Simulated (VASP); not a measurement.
# K3Zr2S (P-3m1) in VASP: further runs, part 3 of 4

VASP 6.6.1.

## (4) Relaxation of cell and atoms, PBE

This run uses another cell than the first one, of 25.32 Å³/atom.

INCAR reads:

```
SYSTEM = K3Zr2S
PREC = Accurate
ENCUT = 600
EDIFF = 1E-6
ISMEAR = 0
SIGMA = 0.1
LREAL = .FALSE.
LASPH = .TRUE.
NELM = 100
ALGO = Normal
ISIF = 3
LWAVE = .FALSE.
LCHARG = .FALSE.
GGA = PE
IBRION = 2
NSW = 90
EDIFFG = -0.04
```

KPOINTS reads:

```
regular mesh
0
G
  6 6 2
  0 0 0
```

POSCAR reads:

```
K3Zr2S
1.0
    4.1539570400      0.0000000000      0.0000000000
   -2.0769785200      3.5974323200      0.0000000000
    0.0000000000      0.0000000000     10.1679235000
K Zr S
3 2 1
Direct
    0.3333333300      0.6666666700      0.1659022100
    0.6666666700      0.3333333300      0.8340977900
    0.0000000000      0.0000000000      0.5000000000
    0.3333333300      0.6666666700      0.6559943000
    0.6666666700      0.3333333300      0.3440057000
    0.0000000000      0.0000000000      0.0000000000
```

Potentials or basis: VASP PAW PBE potentials, release 64 (K_sv, Zr_sv, S).

Run with:

```
$ cat potpaw_PBE.64/K_sv/POTCAR potpaw_PBE.64/Zr_sv/POTCAR potpaw_PBE.64/S/POTCAR > POTCAR
$ mpirun -np 1 vasp_std > vasp.out
```

OUTCAR:

```text
SYSTEM = K3Zr2S
   PREC = Accurate
   ENCUT = 600
   EDIFF = 1E-6
   ISMEAR = 0
   LREAL = .FALSE.
   LASPH = .TRUE.
   NELM = 100
   ISIF = 3
   GGA = PE
   IBRION = 2
   NSW = 90
   EDIFFG = -0.04

 ion  position               nearest neighbor table
   1  0.333  0.667  0.166-   6 2.93   6 2.93   6 2.93   5 3.01   5 3.01   5 3.01
   2  0.667  0.333  0.834-   6 2.93   6 2.93   6 2.93   4 3.01   4 3.01   4 3.01
   3  0.000  0.000  0.500-   4 2.88   5 2.88   4 2.88   5 2.88   5 2.88   4 2.88
   4  0.333  0.667  0.656-   3 2.88   3 2.88   3 2.88   2 3.01   2 3.01   2 3.01
   5  0.667  0.333  0.344-   3 2.88   3 2.88   3 2.88   1 3.01   1 3.01   1 3.01
   6  0.000  0.000  0.000-   1 2.93   2 2.93   1 2.93   2 2.93   2 2.93   1 2.93

  LATTYP: Found a hexagonal cell.
 ALAT       =     4.1539570400
 C/A-ratio  =     2.4477680925

  Lattice vectors:

 A1 = (   4.1539570400,   0.0000000000,   0.0000000000)
 A2 = (  -2.0769785200,   3.5974323200,   0.0000000000)
 A3 = (   0.0000000000,   0.0000000000,  10.1679235000)

Analysis of symmetry for initial positions (statically):
=====================================================================
 Subroutine PRICEL returns:
 Original cell was already a primitive cell.

 Routine SETGRP: Setting up the symmetry group for a
 hexagonal supercell.

 Subroutine GETGRP returns: Found 12 space group operations
 (whereof 12 operations were pure point group operations)
 out of a pool of 24 trial point group operations.

The static configuration has the point symmetry D_3d.

Analysis of symmetry for dynamics (positions and initial velocities):
=====================================================================
 Subroutine PRICEL returns:
 Original cell was already a primitive cell.

 Routine SETGRP: Setting up the symmetry group for a
 hexagonal supercell.

 Subroutine GETGRP returns: Found 12 space group operations
 (whereof 12 operations were pure point group operations)
 out of a pool of 24 trial point group operations.

The dynamic configuration has the point symmetry D_3d.

 Subroutine INISYM returns: Found 12 space group operations
 (whereof 12 operations are pure point group operations),
 and found     1 'primitive' translations

----------------------------------------------------------------------------------------

                                     Primitive cell

  volume of cell :     151.9452

  direct lattice vectors                    reciprocal lattice vectors
     4.153957040  0.000000000  0.000000000     0.240734314  0.138988021  0.000000000
    -2.076978520  3.597432320  0.000000000     0.000000000  0.277976043  0.000000000
     0.000000000  0.000000000 10.167923500     0.000000000  0.000000000  0.098348498

  length of vectors
     4.153957040  4.153957038 10.167923500     0.277976042  0.277976043  0.098348498

  position of ions in fractional coordinates (direct lattice)
     0.333333330  0.666666670  0.165902210
     0.666666670  0.333333330  0.834097790
     0.000000000  0.000000000  0.500000000
     0.333333330  0.666666670  0.655994300
     0.666666670  0.333333330  0.344005700
     0.000000000  0.000000000  0.000000000

  ion indices of the primitive-cell ions
   primitive index   ion index
                 1           1
                 2           2
                 3           3
[... 28 lines left out ...]
 Found     14 irreducible k-points:

 Following reciprocal coordinates:
            Coordinates               Weight
  0.000000  0.000000  0.000000      1.000000
  0.166667  0.000000  0.000000      6.000000
  0.333333  0.000000  0.000000      6.000000
  0.500000  0.000000  0.000000      3.000000
  0.166667  0.166667  0.000000      6.000000
  0.333333  0.166667  0.000000     12.000000
  0.333333  0.333333  0.000000      2.000000
  0.000000  0.000000  0.500000      1.000000
  0.166667  0.000000  0.500000      6.000000
  0.333333  0.000000  0.500000      6.000000
  0.500000  0.000000  0.500000      3.000000
  0.166667  0.166667  0.500000      6.000000
  0.333333  0.166667  0.500000     12.000000
  0.333333  0.333333  0.500000      2.000000
   k-points           NKPTS =     14   k-points in BZ     NKDIM =     14   number of bands    NBANDS=     34
   number of dos      NEDOS =    301   number of ions     NIONS =      6
   total plane-waves  NPLWV = 108864
   dimension x,y,z NGX =    36 NGY =   36 NGZ =   84
   dimension x,y,z NGXF=    72 NGYF=   72 NGZF=  168
   ions per type =               3   2   1
   NGX,Y,Z   is equivalent  to a cutoff of  14.41, 14.41, 13.73 a.u.
   NGXF,Y,Z  is equivalent  to a cutoff of  28.82, 28.82, 27.47 a.u.
 SYSTEM =  K3Zr2S
   PREC   = accura    normal or accurate (medium, high low for compatibility)
   ISTART =      0    job   : 0-new  1-cont  2-samecut
   ICHARG =      2    charge: 1-file 2-atom 10-const
   ISPIN  =      1    spin polarized calculation?
   LNONCOLLINEAR =      F non collinear calculations
   LSORBIT =      F    spin-orbit coupling
   LASPH  =      T    aspherical Exc in radial PAW
   ENCUT  =  600.0 eV  44.10 Ry    6.64 a.u.   8.30  8.30 20.31*2*pi/ulx,y,z
   NELM   =    100;   NELMIN=  2; NELMDL= -5     # of ELM steps
   EDIFF  = 0.1E-05   stopping-criterion for ELM
   LREAL  =      F    real-space projection
   EDIFFG = -.4E-01   stopping-criterion for IOM
   NSW    =     90    number of steps for IOM
   IBRION =      2    ionic relax: 0-MD 1-quasi-New 2-CG
   NFREE  =      1    steps in history (QN), initial steepest desc. (CG)
   ISIF   =      3    stress and relaxation
   ISYM   =      2    0-nonsym 1-usesym 2-fastsym
   POTIM  = 0.5000    time-step for ionic-motion
   TEBEG  =    0.0;   TEEND  =   0.0 temperature during run
   PSTRESS=    0.0 pullay stress
   NELECT =      57.0000    total number of electrons
   NUPDOWN=      -1.0000    fix difference up-down
   EMIN   =  10.00;   EMAX   =-10.00  energy-range for DOS
   EFERMI =   0.00;   METHOD = LEGACY
   ISMEAR =     0;   SIGMA  =   0.10  broadening in eV -4-tet -1-fermi 0-gaus
   EFERMI_NEDOS =   21; number of points for ismear=-14 and -15
   IALGO  =     38    algorithm
   IMIX   =      4    mixing-type and parameters
     AMIX     =   0.40;   BMIX     =  1.00
     AMIX_MAG =   1.60;   BMIX_MAG =  1.00
  volume/ion in A,a.u.               =      25.32       170.90
  Fermi-wavevector in a.u.,A,eV,Ry     =   1.180694  2.231189 18.967054  1.394039
  Thomas-Fermi vector in A             =   2.316982
   LORBIT       =      0    0 simple, 1 ext, 2 COOP (PROOUT), +10 PAW based schemes
   GGA     = PE    functional components
   LHFCALC =     F    Hartree Fock is set to
   AEXX    =    0.0000 exact exchange contribution
   IVDW    =     0    specifies the selected vdW correction
   LEPSILON=     F    determine dielectric tensor
   LRPA    =     F    only Hartree local field effects (RPA)
 conjugate gradient relaxation of ions
 non-spin polarized calculation
 Gauss-broadening in eV      SIGMA  =   0.10
  energy-cutoff  :      600.00
  volume of cell :      151.95
 maximum number of plane-waves:      5116
 NGX is ok and might be reduce to    36
   NGX = 17   NGY = 17   NGZ = 41

--------------------------------------- Ionic step        1  -------------------------------------------

 number of electron      57.0000002 magnetization

 Free energy of the ion-electron system (eV)
  ---------------------------------------------------
  ext. energy  EPLUGINS =         0.00000000
  ---------------------------------------------------
  free energy    TOTEN  =       -15.29188472 eV

  energy without entropy =      -15.25091029  energy(sigma->0) =      -15.27139751

 E-fermi :   4.2618     XC(G=0):  -9.4878

 val. band max:        4.2500846609   @ k =   0.1667   0.1667   0.5000
 cond. band min:       4.2646927149   @ k =   0.1667   0.0000   0.0000
 fundamental gap:      0.0146080540
 Fermi energy:         4.2617645340

 k-point     1 :       0.0000    0.0000    0.0000
  band No.  band energies     occupation
      1     -45.6400      2.00000
      2     -45.6354      2.00000
      3     -26.6549      2.00000
      4     -25.9898      2.00000
      5     -25.9775      2.00000
      6     -23.7257      2.00000
[... 620 lines left out ...]
  FREE ENERGIE OF THE ION-ELECTRON SYSTEM (eV)
  ---------------------------------------------------
  free  energy   TOTEN  =       -16.9020253054 eV

  energy  without entropy=      -16.8223926580  energy(sigma->0) =      -16.86220898

[... ionic steps 4 to 29 ...]

--------------------------------------- Ionic step       30  -------------------------------------------

 number of electron      57.0000005 magnetization

------------------------ aborting loop because EDIFF is reached ----------------------------------------
[... 75 lines left out ...]
--------------------------------------- Ionic step       32  -------------------------------------------

 number of electron      57.0000000 magnetization

 Free energy of the ion-electron system (eV)
  ---------------------------------------------------
  ext. energy  EPLUGINS =         0.00000000
  ---------------------------------------------------
  free energy    TOTEN  =       -19.99676821 eV

  energy without entropy =      -19.94368303  energy(sigma->0) =      -19.97022562

 E-fermi :   2.2769     XC(G=0):  -8.0763

 val. band max:        2.2674256047   @ k =   0.3333   0.0000   0.0000
 cond. band min:       2.2886761017   @ k =   0.3333   0.1667   0.5000
 fundamental gap:      0.0212504970
 Fermi energy:         2.2769235367

 k-point     1 :       0.0000    0.0000    0.0000
  band No.  band energies     occupation
      1     -47.0108      2.00000
      2     -46.9606      2.00000
      3     -28.4781      2.00000
      4     -27.9614      2.00000
      5     -27.9084      2.00000
      6     -25.1192      2.00000
[... 540 lines left out ...]
  FREE ENERGIE OF THE ION-ELECTRON SYSTEM (eV)
  ---------------------------------------------------
  free  energy   TOTEN  =       -19.9967682135 eV

  energy  without entropy=      -19.9436830269  energy(sigma->0) =      -19.97022562

 reached required accuracy - stopping structural energy minimisation
```

Wall time 38 min (1 thread of Intel Xeon Platinum 8124M at 3.00GHz (Skylake/Cascade Lake), shared host); peak memory 0.39 GiB.

What came out:

| Property | Result |
| --- | --- |
| Free energy | -19.9968 eV |
| Relaxed volume | 34.60 Å³/atom |
| Relaxed cell | a = 5.305 Å, b = 5.305 Å, c = 8.518 Å, α = 90.00°, β = 90.00°, γ = 120.00° |
| Space group after relaxing (to 0.1 Å) | P-3m1 (No. 164) |
| Energy gained by relaxing | 784.1 meV/atom |
| Ionic steps | 32 |
| Pressure after relaxing | 0.1 GPa |
| Largest force after relaxing | 0.008 eV/Å |
| Band gap on the k mesh | zero (an odd number of electrons rules out a gap without spin polarisation) |

Forces on the atoms (eV/Å):
```
K    0.000  0.000 -0.007
K    0.000  0.000  0.007
K    0.000  0.000  0.000
Zr   0.000  0.000 -0.008
Zr   0.000  0.000  0.008
S    0.000  0.000  0.000
```

Step by step:
| step | energy change (eV) | largest force (eV/Å) | pressure (GPa) | volume (Å³) |
| --- | --- | --- | --- | --- |
| 1 | 0.0000 | 1.7382 | 7.49 | 151.95 |
| 2 | -1.1589 | 1.4558 | 2.38 | 179.48 |
| 3 | -1.6101 | 0.9245 | -1.88 | 240.70 |
| 4 | -1.6622 | 1.0184 | -1.30 | 224.55 |
| 5 | -1.6618 | 1.0534 | -1.08 | 219.86 |
| 6 | -1.9609 | 1.0244 | -0.90 | 217.52 |
| 7 | -2.6352 | 1.3575 | 0.48 | 210.57 |
| 8 | -2.5561 | 1.5270 | 6.43 | 197.11 |
| 9 | -2.8862 | 1.3291 | 2.27 | 205.04 |
| 10 | -3.0718 | 1.3412 | 2.25 | 207.33 |
| 11 | -3.5644 | 0.9641 | 2.19 | 214.12 |
| 12 | -3.9693 | 0.7838 | 2.20 | 227.34 |
| 13 | -3.9857 | 0.7504 | 2.11 | 230.12 |
| 14 | -4.2053 | 0.5905 | 0.48 | 242.69 |
| 15 | -4.2533 | 0.4621 | -0.80 | 256.05 |
| 16 | -4.2564 | 0.4847 | -0.57 | 253.37 |
| 17 | -4.3019 | 0.4723 | -0.56 | 250.72 |
| 18 | -4.4250 | 0.4227 | -0.52 | 242.73 |
| 19 | -4.5920 | 0.2489 | -0.26 | 226.53 |
| 20 | -4.3020 | 0.7168 | 1.26 | 193.19 |
| 21 | -4.6102 | 0.2534 | -0.13 | 220.99 |
| 22 | -4.5967 | 0.2665 | 0.40 | 207.05 |
| 23 | -4.6255 | 0.2582 | 0.03 | 215.72 |
| 24 | -4.6261 | 0.2588 | 0.08 | 214.35 |
| 25 | -4.6446 | 0.2438 | -0.15 | 214.46 |
| 26 | -4.6518 | 0.2047 | -0.40 | 214.56 |
| 27 | -4.6616 | 0.1996 | -0.32 | 213.13 |
| 28 | -4.6822 | 0.1446 | -0.10 | 208.87 |
| 29 | -4.6713 | 0.2023 | 0.35 | 200.52 |
| 30 | -4.6864 | 0.1450 | 0.05 | 206.00 |
| 31 | -4.6942 | 0.1092 | 0.06 | 206.41 |
| 32 | -4.7049 | 0.0084 | 0.09 | 207.60 |

Final structure:
```
K Zr S
1.0
     5.30487    0.00000    0.00000
    -2.65244    4.59416    0.00000
     0.00000    0.00000    8.51803
K Zr S
3 2 1
Direct
  0.33333 0.66667 0.11350
  0.66667 0.33333 0.88650
  0.00000 0.00000 0.50000
  0.33333 0.66667 0.56940
  0.66667 0.33333 0.43060
  0.00000 0.00000 0.00000
```

Caveat: the volume moved by over 15 % at a fixed basis, so the end points are rough.

(Part 3 of 4 ends here.)

The gap in the log of VASP goes by the Fermi energy; the results here count the filled bands.